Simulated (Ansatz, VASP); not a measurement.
# Ta2N: VASP beside Ansatz

```
CELL_PARAMETERS angstrom
3.06043 0.00000 0.00000
-1.53021 2.65041 0.00000
0.00000 0.00000 4.53586
ATOMIC_POSITIONS crystal
Ta 0.66667 0.33333 0.74669
Ta 0.33333 0.66667 0.25331
N 0.00000 0.00000 0.00000
```

Alike in both runs: task single point; functional LDA; k mesh 18 × 18 × 10; occupations gaussian, width 0.15 eV; no spin polarisation.

|  | VASP | Ansatz |
| --- | --- | --- |
| version | VASP 6.6.1 | Ansatz 0.2.0 |
| potentials or method | VASP PAW LDA potentials, release 64 (Ta_pv, N), cutoff 520 eV | scalar-relativistic, plane waves, PAW |
| valence electrons in the cell | 27 | 31 |

Ansatz gave:

| Item | Value |
| --- | --- |
| gap on the k mesh at the Fermi level (eV) | none |
| pressure (GPa) | 19.9 |
| traceless stress, the component that is largest in VASP (GPa) | 10.00 |
| rms of the force components (eV/Å) | 0.012 |

Which values does VASP return?

gap on the k mesh at the Fermi level (eV): none; pressure (GPa): 21.9; traceless stress, the component that is largest in VASP (GPa): 9.93; rms of the force components (eV/Å): 0.018.

Ansatz warns that its potentials were made for another functional, while VASP's fit it. LDA's correlation is that of Perdew and Zunger in VASP and of Perdew and Wang (1992) in Ansatz. Atom by atom the forces differ by 0.030 eV/Å (rms over components). A gap of «none» marks a metal or a gap that the smearing closes. VASP's potentials hold 27 valence electrons a cell and Ansatz's 31, so a difference there can come from the potentials and not from the codes.

Spin-orbit coupling is off throughout.
